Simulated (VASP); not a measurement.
# Se (Fd-3m) in VASP: single point with r2SCAN

Aim: the single point of Se with r2SCAN.

Everything below comes from runs of VASP 6.6.1. Logs are shortened: lines on timing, memory, paths and dates and some standing lists are left out, and cuts for length are marked.

### 1 The cell of the first run

The structure is cubic, space group Fd-3m (No. 227). Conventional cell: a = 6.251 Å, b = 6.251 Å, c = 6.251 Å, α = 90.00°, β = 90.00°, γ = 90.00°. Within 3.6 Å of Se (site symmetry -43m) lie 4 Se at 2.71 Å.

This isn't the form of Se at room conditions, which is trigonal, of chains.

### 2 Single point, r2SCAN

The input, POSCAR:

```
Se
1.0
    0.0000000000      3.1255665700      3.1255665700
    3.1255665700      0.0000000000      3.1255665700
    3.1255665700      3.1255665700      0.0000000000
Se
2
Direct
    0.5000000000      0.5000000000      0.5000000000
    0.7500000000      0.7500000000      0.7500000000
```

The input, INCAR.step1:

```
PREC     = Accurate       # precision mode
ENCUT    = 550            # plane-wave cutoff, eV
ISMEAR   = 0              # smearing method
SIGMA    = 0.1            # smearing width, eV
LREAL    = False          # projectors in reciprocal space
LASPH    = True           # aspherical terms in the spheres
NELM     = 120            # most SCF steps
NBANDS   = 13             # bands
GGA      = PE             # functional
ALGO     = Normal         # electronic algorithm
EDIFF    = 1E-5           # SCF threshold, eV
LWAVE    = True           # write WAVECAR
LCHARG   = False          # write CHGCAR
GGA_COMPAT= False
```

The input, INCAR.step2:

```
PREC     = Accurate       # precision mode
ENCUT    = 550            # plane-wave cutoff, eV
EDIFF    = 1E-6           # SCF threshold, eV
ISMEAR   = 0              # smearing method
SIGMA    = 0.1            # smearing width, eV
LREAL    = False          # projectors in reciprocal space
LASPH    = True           # aspherical terms in the spheres
NELM     = 120            # most SCF steps
ALGO     = Normal         # electronic algorithm
ISIF     = 2              # what is computed and relaxed
LWAVE    = False          # write WAVECAR
LCHARG   = False          # write CHGCAR
METAGGA  = R2SCAN         # meta-GGA
LMIXTAU  = True         
NBANDS   = 13             # bands
ISTART   = 1            
GGA_COMPAT= False
```

The input, KPOINTS:

```
Automatic mesh
0
Gamma
  6 6 6
```

Potentials or basis: VASP PAW PBE potentials, release 64 (Se).

Command:

```
cat potpaw_PBE.64/Se/POTCAR > POTCAR
cp INCAR.step1 INCAR
mpirun -np 1 vasp_std > vasp.out
cp INCAR.step2 INCAR
mpirun -np 1 vasp_std > vasp.out
```

OUTCAR:

```text
PREC = Accurate
   ENCUT = 550
   EDIFF = 1E-6
   ISMEAR = 0
   LREAL = False
   LASPH = True
   NELM = 120
   ISIF = 2
   METAGGA = R2SCAN
   ISTART = 1

 ion  position               nearest neighbor table
   1  0.500  0.500  0.500-   2 2.71   2 2.71   2 2.71   2 2.71
   2  0.750  0.750  0.750-   1 2.71   1 2.71   1 2.71   1 2.71

  LATTYP: Found a face centered cubic cell.
 ALAT       =     6.2511331400

  Lattice vectors:

 A1 = (   0.0000000000,   3.1255665700,   3.1255665700)
 A2 = (   3.1255665700,   0.0000000000,   3.1255665700)
 A3 = (   3.1255665700,   3.1255665700,   0.0000000000)

Analysis of symmetry for initial positions (statically):
=====================================================================
 Subroutine PRICEL returns:
 Original cell was already a primitive cell.

 Routine SETGRP: Setting up the symmetry group for a
 face centered cubic supercell.

 Subroutine GETGRP returns: Found 48 space group operations
 (whereof 24 operations were pure point group operations)
 out of a pool of 48 trial point group operations.

The static configuration has the point symmetry T_d .
 The point group associated with its full space group is O_h .

Analysis of symmetry for dynamics (positions and initial velocities):
=====================================================================
 Subroutine PRICEL returns:
 Original cell was already a primitive cell.

 Routine SETGRP: Setting up the symmetry group for a
 face centered cubic supercell.

 Subroutine GETGRP returns: Found 48 space group operations
 (whereof 24 operations were pure point group operations)
 out of a pool of 48 trial point group operations.

The dynamic configuration has the point symmetry T_d .
 The point group associated with its full space group is O_h .

 Subroutine INISYM returns: Found 48 space group operations
 (whereof 24 operations are pure point group operations),
 and found     1 'primitive' translations

----------------------------------------------------------------------------------------

                                     Primitive cell

  volume of cell :      61.0684

  direct lattice vectors                    reciprocal lattice vectors
     0.000000000  3.125566570  3.125566570    -0.159970997  0.159970997  0.159970997
     3.125566570  0.000000000  3.125566570     0.159970997 -0.159970997  0.159970997
     3.125566570  3.125566570  0.000000000     0.159970997  0.159970997 -0.159970997

  length of vectors
     4.420218633  4.420218633  4.420218633     0.277077894  0.277077894  0.277077894

  position of ions in fractional coordinates (direct lattice)
     0.500000000  0.500000000  0.500000000
     0.750000000  0.750000000  0.750000000

  ion indices of the primitive-cell ions
   primitive index   ion index
                 1           1
                 2           2

----------------------------------------------------------------------------------------

 KPOINTS: Automatic mesh

Automatic generation of k-mesh.
 Grid dimensions read from file:
 generate k-points for:    6    6    6

 Generating k-lattice:

  Cartesian coordinates                     Fractional coordinates (reciprocal lattice)
    -0.026661833  0.026661833  0.026661833     0.166666667  0.000000000  0.000000000
     0.026661833 -0.026661833  0.026661833     0.000000000  0.166666667  0.000000000
     0.026661833  0.026661833 -0.026661833     0.000000000  0.000000000  0.166666667

  Length of vectors
     0.046179649  0.046179649  0.046179649

  Shift w.r.t. Gamma in fractional coordinates (k-lattice)
     0.000000000  0.000000000  0.000000000

 Subroutine IBZKPT returns following result:
 ===========================================

 Found     16 irreducible k-points:

 Following reciprocal coordinates:
            Coordinates               Weight
  0.000000  0.000000  0.000000      1.000000
  0.166667  0.000000  0.000000      8.000000
  0.333333  0.000000  0.000000      8.000000
  0.500000  0.000000  0.000000      4.000000
  0.166667  0.166667  0.000000      6.000000
  0.333333  0.166667  0.000000     24.000000
[... 8 lines left out ...]
 -0.333333  0.333333  0.166667     24.000000
 -0.333333  0.500000  0.166667     12.000000
   k-points           NKPTS =     16   k-points in BZ     NKDIM =     16   number of bands    NBANDS=     13
   number of dos      NEDOS =    301   number of ions     NIONS =      2
   total plane-waves  NPLWV =  46656
   dimension x,y,z NGX =    36 NGY =   36 NGZ =   36
   dimension x,y,z NGXF=    72 NGYF=   72 NGZF=   72
   ions per type =               2
   NGX,Y,Z   is equivalent  to a cutoff of  13.54, 13.54, 13.54 a.u.
   NGXF,Y,Z  is equivalent  to a cutoff of  27.08, 27.08, 27.08 a.u.
 SYSTEM =  unknown system
   PREC   = accura    normal or accurate (medium, high low for compatibility)
   ISTART =      1    job   : 0-new  1-cont  2-samecut
   ICHARG =      0    charge: 1-file 2-atom 10-const
   ISPIN  =      1    spin polarized calculation?
   LNONCOLLINEAR =      F non collinear calculations
   LSORBIT =      F    spin-orbit coupling
   LASPH  =      T    aspherical Exc in radial PAW
   ENCUT  =  550.0 eV  40.42 Ry    6.36 a.u.   8.45  8.45  8.45*2*pi/ulx,y,z
   NELM   =    120;   NELMIN=  2; NELMDL=  0     # of ELM steps
   EDIFF  = 0.1E-05   stopping-criterion for ELM
   LREAL  =      F    real-space projection
   EDIFFG = 0.1E-04   stopping-criterion for IOM
   NSW    =      0    number of steps for IOM
   IBRION =     -1    ionic relax: 0-MD 1-quasi-New 2-CG
   NFREE  =      0    steps in history (QN), initial steepest desc. (CG)
   ISIF   =      2    stress and relaxation
   ISYM   =      2    0-nonsym 1-usesym 2-fastsym
   POTIM  = 0.5000    time-step for ionic-motion
   TEBEG  =    0.0;   TEEND  =   0.0 temperature during run
   PSTRESS=    0.0 pullay stress
   NELECT =      12.0000    total number of electrons
   NUPDOWN=      -1.0000    fix difference up-down
   EMIN   =  10.00;   EMAX   =-10.00  energy-range for DOS
   EFERMI =   0.00;   METHOD = LEGACY
   ISMEAR =     0;   SIGMA  =   0.10  broadening in eV -4-tet -1-fermi 0-gaus
   EFERMI_NEDOS =   21; number of points for ismear=-14 and -15
   IALGO  =     38    algorithm
   IMIX   =      4    mixing-type and parameters
     AMIX     =   0.40;   BMIX     =  1.00
     AMIX_MAG =   1.60;   BMIX_MAG =  1.00
  volume/ion in A,a.u.               =      30.53       206.05
  Fermi-wavevector in a.u.,A,eV,Ry     =   0.951765  1.798575 12.324933  0.905857
  Thomas-Fermi vector in A             =   2.080266
   LORBIT       =      0    0 simple, 1 ext, 2 COOP (PROOUT), +10 PAW based schemes
   METAGGA = R2SCAN    functional components
   LHFCALC =     F    Hartree Fock is set to
   AEXX    =    0.0000 exact exchange contribution
   IVDW    =     0    specifies the selected vdW correction
   LEPSILON=     F    determine dielectric tensor
   LRPA    =     F    only Hartree local field effects (RPA)
 non-spin polarized calculation
 Gauss-broadening in eV      SIGMA  =   0.10
  energy-cutoff  :      550.00
  volume of cell :       61.07
 maximum number of plane-waves:      1820
 NGX is ok and might be reduce to    36
   NGX = 17   NGY = 17   NGZ = 17

 number of electron      12.0000001 magnetization

 Free energy of the ion-electron system (eV)
  ---------------------------------------------------
  ext. energy  EPLUGINS =         0.00000000
  ---------------------------------------------------
  free energy    TOTEN  =       -27.28939461 eV

  energy without entropy =      -27.28228686  energy(sigma->0) =      -27.28584074

 E-fermi :   2.1492     XC(G=0):  -8.7982

 val. band max:        2.0094602749   @ k =   0.5000   0.1667   0.0000
 cond. band min:       2.1758342009   @ k =   0.1667   0.1667   0.0000
 fundamental gap:      0.1663739260
 Fermi energy:         2.1491935524

 k-point     1 :       0.0000    0.0000    0.0000
  band No.  band energies     occupation
      1     -14.0654      2.00000
      2      -8.3214      2.00000
      3      -1.5956      2.00000
      4      -1.5956      2.00000
      5      -1.5956      2.00000
      6       1.2929      2.00000
      7       1.2929      2.00000
      8       1.2929      2.00000
      9       6.8880      0.00000
     10      10.2673      0.00000
     11      10.2673      0.00000
     12      12.2250      0.00000
     13      12.2250      0.00000

 k-point     2 :       0.1667    0.0000    0.0000
  band No.  band energies     occupation
      1     -13.8685      2.00000
      2      -8.8308      2.00000
      3      -1.8361      2.00000
      4      -1.8361      2.00000
      5      -1.6995      2.00000
      6       1.6585      2.00000
      7       1.6585      2.00000
      8       1.7376      2.00000
      9       7.7164      0.00000
     10       9.7038      0.00000
     11       9.7038      0.00000
     12      11.5534      0.00000
     13      13.7333      0.00000

 k-point     3 :       0.3333    0.0000    0.0000
  band No.  band energies     occupation
      1     -13.3601      2.00000
      2      -9.8751      2.00000
      3      -2.2027      2.00000
      4      -2.2027      2.00000
      5      -2.0307      2.00000
      6       2.2322      0.24029
      7       2.2322      0.24027
      8       3.0778      0.00000
      9       8.7352      0.00000
     10       9.8048      0.00000
     11       9.8048      0.00000
     12      11.0011      0.00000
     13      14.2274      0.00000

 k-point     4 :       0.5000    0.0000    0.0000
  band No.  band energies     occupation
      1     -12.9862      2.00000
      2     -10.4848      2.00000
      3      -2.3523      2.00000
      4      -2.3523      2.00000
      5      -2.2048      2.00000
      6       2.4555      0.00001
      7       2.4556      0.00001
      8       4.0378      0.00000
      9       9.3546      0.00000
     10       9.4269      0.00000
     11      10.6543      0.00000
     12      10.6544      0.00000
     13      12.4310      0.00000

 k-point     5 :       0.1667    0.1667    0.0000
  band No.  band energies     occupation
      1     -13.7982      2.00000
      2      -8.9879      2.00000
      3      -2.1631      2.00000
      4      -2.1631      2.00000
      5      -1.0061      2.00000
      6       0.8694      2.00000
      7       2.1758      0.70636
      8       2.1758      0.70631
      9       8.0357      0.00000
     10       8.5689      0.00000
     11      10.6844      0.00000
     12      12.9464      0.00000
     13      12.9464      0.00000
[... 129 lines left out ...]
 k-point    14 :       0.5000    0.3333    0.1667
  band No.  band energies     occupation
      1     -12.8657      2.00000
      2     -10.6166      2.00000
      3      -3.3337      2.00000
      4      -2.7765      2.00000
      5      -0.2101      2.00000
      6       1.2826      2.00000
      7       3.4491      0.00000
      8       3.4949      0.00000
      9       8.4443      0.00000
     10       8.8891      0.00000
     11      11.1983      0.00000
     12      12.9149      0.00000
     13      13.9230      0.00000

 k-point    15 :      -0.3333    0.3333    0.1667
  band No.  band energies     occupation
      1     -12.4323      2.00000
      2     -11.1748      2.00000
      3      -3.5708      2.00000
      4      -2.9658      2.00000
      5       0.0071      2.00000
      6       1.7289      2.00000
      7       3.5047      0.00000
      8       3.7057      0.00000
      9       8.0379      0.00000
     10       9.1069      0.00000
     11      11.0807      0.00000
     12      12.7090      0.00000
     13      14.1737      0.00000

 k-point    16 :      -0.3333    0.5000    0.1667
  band No.  band energies     occupation
      1     -11.8302      2.00000
      2     -11.8302      2.00000
      3      -3.3624      2.00000
      4      -3.3624      2.00000
      5       0.7198      2.00000
      6       0.7198      2.00000
      7       3.9510      0.00000
      8       3.9511      0.00000
      9       8.5152      0.00000
     10       8.5152      0.00000
     11      12.2205      0.00000
     12      12.2205      0.00000
     13      15.5007      0.00000

------------------------ aborting loop because EDIFF is reached ----------------------------------------

  FORCE on cell =-STRESS in cart. coord.  units (eV):
  Direction    XX          YY          ZZ          XY          YZ          ZX
  --------------------------------------------------------------------------------------
  -------------------------------------------------------------------------------------
  Total        0.2777741      0.2777741      0.2777741      0.0000000     -0.0000000      0.0000000
  in kB        7.2876271      7.2876271      7.2876271      0.0000000     -0.0000000      0.0000000
  external PRESSURE =       7.2876271 kB  Pullay stress =       0.0000000 kB

 VOLUME and BASIS-vectors are now :
 -----------------------------------------------------------------------------
  energy-cutoff  :      550.00
  volume of cell :       61.07
      direct lattice vectors                 reciprocal lattice vectors
     0.000000000  3.125566570  3.125566570    -0.159970997  0.159970997  0.159970997
     3.125566570  0.000000000  3.125566570     0.159970997 -0.159970997  0.159970997
     3.125566570  3.125566570  0.000000000     0.159970997  0.159970997 -0.159970997

 POSITION                                       TOTAL-FORCE (eV/Angst)
 -----------------------------------------------------------------------------------
      3.12557      3.12557      3.12557        -0.000000      0.000000     -0.000000
      4.68835      4.68835      4.68835         0.000000     -0.000000      0.000000
 -----------------------------------------------------------------------------------
    total drift:                                0.000000      0.000000      0.000000

  FREE ENERGIE OF THE ION-ELECTRON SYSTEM (eV)
  ---------------------------------------------------
  free  energy   TOTEN  =       -27.2893946097 eV

  energy  without entropy=      -27.2822868608  energy(sigma->0) =      -27.28584074
```

It took 38 s on 1 thread of AMD EPYC 9R45 (Zen 5), shared host; peak memory 0.18 GiB.

What came out:

- Free energy: -27.2894 eV
- Pressure: 0.7 GPa
- Band gap on the k mesh: zero (bands 6 and 7 overlap by 1.16 eV)

Levels at points of the mesh, in eV from the Fermi level:
```csv
k point,band 4,band 5,band 6,band 7,band 8,band 9
"(0.00, 0.00, 0.00)",-3.74,-3.74,-0.86,-0.86,-0.86,4.74
"(0.50, 0.00, 0.00)",-4.50,-4.35,0.31,0.31,1.89,7.21
"(0.50, 0.50, 0.00)",-5.33,-2.04,-2.04,2.35,2.35,6.59
```

Caveat: the PAW data sets were made with another functional, which shifts forces and pressure a little.
